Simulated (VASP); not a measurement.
TcN2: relaxation of cell and atoms with r2SCAN+D4

TcN2:

```
Tc N
1.0
     0.00000    2.44455    2.44455
     2.44455    0.00000    2.44455
     2.44455    2.44455    0.00000
Tc N
1 2
Direct
  0.00000 0.00000 0.00000
  0.75000 0.75000 0.75000
  0.25000 0.25000 0.25000
```

```
Program                : VASP 6.6.1
Task                   : relaxation of cell and atoms
Functional             : r2SCAN
Dispersion             : D4
Potentials or basis    : VASP PAW PBE potentials, release 64 (Tc_pv, N)
Cutoff                 : 600 eV
k mesh                 : 10 × 10 × 10
Occupations            : fermi-dirac, width 0.05 eV
Spin                   : no spin polarisation
Dipole correction      : no
Further INCAR settings : ALGO = Normal; EDIFF = 1e-06; IBRION = 2; EDIFFG = -0.005; NSW = 80; ISIF = 3
```

* Relaxed volume: 9.37 Å³/atom
* Relaxed cell: a = 3.413 Å, b = 3.413 Å, c = 3.413 Å, α = 60.00°, β = 60.00°, γ = 60.00°
* Space group after relaxing (to 0.1 Å): Fm-3m (No. 225)
* Energy gained by relaxing: 13.9 meV/atom
* Ionic steps: 4
* Pressure after relaxing: 0.0 GPa
* Band gap on the k mesh: zero (an odd number of electrons rules out a gap without spin polarisation)
* Dispersion energy per atom: -0.143 eV

Step by step:
| step | energy change (eV) | largest force (eV/Å) | pressure (GPa) | volume (Å³) |
| --- | --- | --- | --- | --- |
| 1 | 0.0000 | 0.0000 | -11.63 | 29.22 |
| 2 | 0.0883 | 0.0000 | 24.77 | 26.33 |
| 3 | -0.0416 | 0.0000 | -0.24 | 28.13 |
| 4 | -0.0416 | 0.0000 | 0.00 | 28.11 |

Final structure:
```
Tc N
1.0
     0.00000    2.41327    2.41327
     2.41327    0.00000    2.41327
     2.41327    2.41327    0.00000
Tc N
1 2
Direct
  0.00000 0.00000 0.00000
  0.75000 0.75000 0.75000
  0.25000 0.25000 0.25000
```

Levels at points of the mesh, in eV from the Fermi level:
| k point | band 8 | band 9 | band 10 | band 11 | band 12 | band 13 | band 14 | band 15 |
| --- | --- | --- | --- | --- | --- | --- | --- | --- |
| (0.00, 0.00, 0.00) | -7.63 | -1.20 | -1.20 | 0.17 | 0.17 | 0.17 | 6.73 | 6.73 |
| (0.50, 0.00, 0.00) | -3.15 | -2.73 | -2.02 | -2.02 | -0.68 | -0.68 | 2.87 | 6.16 |
| (0.50, 0.50, 0.00) | -4.59 | -3.19 | -3.19 | -0.20 | 0.41 | 1.36 | 3.08 | 5.16 |

Run time: 4.2 min on 1 thread of AMD EPYC 9R14 (Zen 4), on a shared host, peak memory 0.15 GiB.

Caveat: the PAW data sets were made with another functional, which shifts forces and pressure a little; an odd number of electrons without spin polarisation forces a metal; a magnetic or distorted state may lie lower.
